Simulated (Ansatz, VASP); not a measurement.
One calculation of SnTe, two programs

```
Sn Te
1.0
     0.00000    3.61115    3.61115
     3.61115    0.00000    3.61115
     3.61115    3.61115    0.00000
Sn Te
1 1
Direct
  0.00000 0.00000 0.00000
  0.75000 0.75000 0.75000
```

Alike in both runs: task single point; functional LDA; k mesh 6 × 6 × 6; no spin polarisation.

```csv
,VASP,Ansatz
version,VASP 6.6.1,Ansatz 0.2.0
potentials or method,"VASP PAW LDA potentials, release 64 (Sn_d, Te), cutoff 500 eV","plane waves, PAW"
occupations,"gaussian, width 0.01 eV",fixed
valence electrons in the cell,20,30
```

Ansatz gave:

```
pressure (GPa) : -2.2
```

Question: What did VASP give for the same quantities?

Answer: Pressure (GPa): -2.1.

LDA's correlation is that of Perdew and Zunger in VASP and of Perdew and Wang (1992) in Ansatz. VASP's potentials hold 20 valence electrons a cell and Ansatz's 30, so a difference there can come from the potentials and not from the codes. Ansatz's warnings: stress scf threshold loose.

Neither program's run includes spin-orbit coupling.
